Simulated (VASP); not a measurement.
Set up this calculation in VASP 6.6.1, as the native input.

```
Task                   : single point
Functional             : PBE
Potentials or basis    : VASP PAW PBE potentials, release 64 (Ge_d, Pd)
Cutoff                 : 520 eV
k mesh                 : 6 × 6 × 2
Occupations            : gaussian, width 0.1 eV
Spin                   : collinear spin
Starting moments       : [0.0, 0.0, 1.0] μB
Dipole correction      : no
Further INCAR settings : ALGO = Normal; EDIFF = 1e-07; NBANDS = 30
```

The structure of Ge2Pd lies in POSCAR:

```
Ge2Pd
1.0
    2.8315591489      0.0000000000      0.0000000000
   -1.4157795744      2.4522021552      0.0000000000
    0.0000000000      0.0000000000      7.8740572007
Ge Pd
2 1
Direct
    0.0000000000      0.0000000000      0.3181300742
    0.0000000000      0.0000000000      0.6818699258
    0.0000000000      0.0000000000      0.0000000000
```

The cell was built from a structure type or drawn by symmetry, and may not be a known phase.

The input as run:

INCAR

```
ALGO = Normal ; EDIFF = 1E-7
ENCUT = 520 ; GGA = PE
ISIF = 2 ; ISMEAR = 0
ISPIN = 2 ; LASPH = True
LCHARG = False ; LMAXMIX = 4
LORBIT = 11 ; LREAL = False
LWAVE = False ; MAGMOM = 0 0 1
NBANDS = 30 ; NELM = 150
PREC = Accurate ; SIGMA = 0.1
```

KPOINTS

```
k-points
0
Gamma
  6 6 2
```

Potentials or basis: VASP PAW PBE potentials, release 64 (Ge_d, Pd).

Command:

```bash
$ cat potpaw_PBE.64/Ge_d/POTCAR potpaw_PBE.64/Pd/POTCAR > POTCAR
$ mpirun -np 1 vasp_std > vasp.out
```

Results of the run:

| Property | Result |
| --- | --- |
| Pressure | 0.7 GPa |
| Largest force | 0.039 eV/Å |
| Band gap on the k mesh | zero (filled and empty bands overlap) |
| Net moment | 0.00 μB per cell |
| Valence electrons inside the program's atomic spheres | Ge 12.23; Pd 9.41 |

Caveat: the k points lie up to 0.43 Å⁻¹ apart, too coarse for converged energies and pressures of a metal.

Wall time 110 s on 1 thread of Intel Xeon 8259CL (shared host), peak memory 0.22 GiB.
